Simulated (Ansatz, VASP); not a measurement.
CuO in VASP and in Ansatz

```xyz
4
Lattice="2.0814 -2.0824 0.1711 2.0814 2.0824 0.1711 -0.4035 0.0000 5.3920" Properties=species:S:1:pos:R:3 pbc="T T T"
Cu    1.0407    1.0412    0.0856
Cu    0.8389   -1.0412    2.7816
O     1.9805   -0.0003    1.5191
O     1.7788    0.0003    4.2151
```

Change from the starting cell: strain +0.000 along x and y, +0.050 along z, atoms carried along.

Alike in both runs: task single point; functional PBE; k mesh 16 × 16 × 10; occupations gaussian, width 0.15 eV; no spin polarisation.

|  | VASP | Ansatz |
| --- | --- | --- |
| version | VASP 6.6.1 | Ansatz 0.2.0 |
| potentials or method | VASP PAW PBE potentials, release 64 (Cu, O), cutoff 520 eV | scalar-relativistic, plane waves, PAW |
| valence electrons in the cell | 34 | 50 |

|  | VASP | Ansatz | Ansatz less VASP |
| --- | --- | --- | --- |
| gap on the k mesh at the Fermi level (eV) | none | none | - |
| pressure (GPa) | -7.6 | -8.2 | -0.58 |
| traceless stress, the component that is largest in VASP (GPa) | -6.20 | -6.44 | -0.240 |
| rms of the force components (eV/Å) | 0.009 | 0.008 | -0.0012 |

Atom by atom the forces differ by 0.001 eV/Å (rms over components). A gap of «none» marks a metal or a gap that the smearing closes. VASP's potentials hold 34 valence electrons a cell and Ansatz's 50, so a difference there can come from the potentials and not from the codes.
